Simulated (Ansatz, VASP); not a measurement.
## C in VASP and in Ansatz

INCAR

```
PREC = Accurate ; ENCUT = 520
EDIFF = 1E-6 ; ISMEAR = 0
SIGMA = 0.15 ; LREAL = F
LASPH = T ; NELM = 100
ALGO = Normal ; ISIF = 2
LWAVE = F ; LCHARG = T
GGA = PS ; LELF = T
LVHAR = T ; NBANDS = 16
```

File KPOINTS:

```
Automatic mesh
0
Gamma
  18 18 6
```

POSCAR

```
C
1.0
    1.2294746187     -2.0296566851      0.0000000000
    1.2294746187      2.0296566851      0.0000000000
    0.0000000000      0.0000000000      7.3778182888
C
4
Direct
    0.0833216498      0.9166783502      0.7498439858
    0.5833216498      0.4166783502      0.2501560142
    0.9166783502      0.0833216498      0.2501560142
    0.4166783502      0.5833216498      0.7498439858
```

Input for Ansatz:

```yaml
crystal:
  lattice:
    - [1.2294746187, -2.0296566851, 0.0]
    - [1.2294746187, 2.0296566851, 0.0]
    - [0.0, 0.0, 7.3778182888]
  atoms:
    - { symbol: C, position: [0.0833216498, 0.9166783502, 0.7498439858] }
    - { symbol: C, position: [0.5833216498, 0.4166783502, 0.2501560142] }
    - { symbol: C, position: [0.9166783502, 0.0833216498, 0.2501560142] }
    - { symbol: C, position: [0.4166783502, 0.5833216498, 0.7498439858] }
basis:
  ecutwfc: 520.0
kpoints:
  mp_grid: { grid: [18, 18, 6] }
hamiltonian:
  xc: pbesol
  pseudopotentials: { kind: paw, azcp: { folder: soft_1 } }
scf:
  occupations: { method: gaussian, width: 0.15 }
output:
  forces: true
  stress: true
  eigenvalues: true
```

Change from the starting cell: normal strain along x +0.0000, normal strain along y -0.0467.

Alike in both runs: task single point; functional PBEsol; k mesh 18 × 18 × 6; occupations gaussian, width 0.15 eV; no spin polarisation.

|  | VASP | Ansatz |
| --- | --- | --- |
| version | VASP 6.6.1 | Ansatz 0.2.0 |
| potentials or method | VASP PAW PBE potentials, release 64 (C), cutoff 520 eV | scalar-relativistic, plane waves, PAW |
| valence electrons in the cell | 16 | 16 |

```csv
,VASP,Ansatz,Ansatz less VASP
gap on the k mesh at the Fermi level (eV),0.18,0.18,-0.001
least direct gap on the mesh (eV),0.18,0.18,-0.001
pressure (GPa),21.6,20.9,-0.72
"traceless stress, the component that is largest in VASP (GPa)",33.43,32.97,-0.465
rms of the force components (eV/Å),0.571,0.566,-0.0058
```

VASP's potentials were made for PBE, not for PBEsol, and Ansatz warns of the same on its side. Atom by atom the forces differ by 0.006 eV/Å (rms over components).
